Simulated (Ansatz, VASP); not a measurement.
**Two plane-wave programs on HRh6**

File INCAR:

```
PREC = Accurate ; ENCUT = 520
EDIFF = 1E-6 ; ISMEAR = 0
SIGMA = 0.1 ; LREAL = False
LASPH = True ; NELM = 60
ALGO = Normal ; ISIF = 2
LWAVE = False ; LCHARG = False
LDIPOL = True ; IDIPOL = 3
DIPOL = 0.5 0.5 0.289 ; GGA = PE
NBANDS = 104
```

Contents of KPOINTS:

```
regular mesh
0
Gamma
  5 5 1
```

File POSCAR:

```
HRh6
1.0
    5.4163401145      0.0000000000      0.0000000000
    0.0000000000      5.4163401145      0.0000000000
    0.0000000000      0.0000000000     21.6737367085
Rh H
12 2
Direct
    0.2500000000      0.2500000000      0.1845551625
    0.2500000000      0.7500000000      0.1845551625
    0.7500000000      0.2500000000      0.1845551625
    0.7500000000      0.7500000000      0.1845551625
    0.0000000000      0.0000000000      0.2693761947
    0.0000000000      0.5000000000      0.2693761947
    0.5000000000      0.0000000000      0.2693761947
    0.5000000000      0.5000000000      0.2693761947
    0.2500000000      0.2500000000      0.3540569313
    0.2500000000      0.7500000000      0.3540569313
    0.7500000000      0.2500000000      0.3540569313
    0.7500000000      0.7500000000      0.3540569313
    0.3619916800      0.5000000000      0.4043482131
    0.6380083200      0.5000000000      0.4043482131
```

Input for Ansatz:

```yaml
crystal:
  lattice:
    - [5.4163401145, 0.0, 0.0]
    - [0.0, 5.4163401145, 0.0]
    - [0.0, 0.0, 21.6737367085]
  atoms:
    - { symbol: Rh, position: [0.25, 0.25, 0.1845551625] }
    - { symbol: Rh, position: [0.25, 0.75, 0.1845551625] }
    - { symbol: Rh, position: [0.75, 0.25, 0.1845551625] }
    - { symbol: Rh, position: [0.75, 0.75, 0.1845551625] }
    - { symbol: Rh, position: [0.0, 0.0, 0.2693761947] }
    - { symbol: Rh, position: [0.0, 0.5, 0.2693761947] }
    - { symbol: Rh, position: [0.5, 0.0, 0.2693761947] }
    - { symbol: Rh, position: [0.5, 0.5, 0.2693761947] }
    - { symbol: Rh, position: [0.25, 0.25, 0.3540569313] }
    - { symbol: Rh, position: [0.25, 0.75, 0.3540569313] }
    - { symbol: Rh, position: [0.75, 0.25, 0.3540569313] }
    - { symbol: Rh, position: [0.75, 0.75, 0.3540569313] }
    - { symbol: H, position: [0.36199168, 0.5, 0.4043482131] }
    - { symbol: H, position: [0.63800832, 0.5, 0.4043482131] }
basis:
  ecutwfc: 420
kpoints:
  mp_grid: { grid: [5, 5, 1] }
hamiltonian:
  xc: pbe
scf:
  occupations: { method: gaussian, width: 0.1 }
output:
  forces: true
  eigenvalues: true
efield:
  axis: 3
  dipole_correction: true
  ramp_width: 0.04
```

Alike in both runs: task single point; functional PBE; k mesh 5 × 5 × 1; occupations gaussian, width 0.1 eV; no spin polarisation.

|  | VASP | Ansatz |
| --- | --- | --- |
| version | VASP 6.6.1 | Ansatz 0.2.0 |
| potentials or method | VASP PAW PBE potentials, release 64 (Rh_pv, H), cutoff 520 eV | scalar-relativistic, plane waves, PAW |
| valence electrons in the cell | 182 | 206 |

|  | VASP | Ansatz | Ansatz less VASP |
| --- | --- | --- | --- |
| gap on the k mesh at the Fermi level (eV) | none | none | - |
| rms of the force components (eV/Å) | 0.233 | 0.234 | +0.0006 |

Atom by atom the forces differ by 0.002 eV/Å (rms over components). A gap of «none» marks a metal or a gap that the smearing closes. The functional is the same, so the differences come from potentials, cutoffs and numerics. VASP's potentials hold 182 valence electrons a cell and Ansatz's 206, so a difference there can come from the potentials and not from the codes.
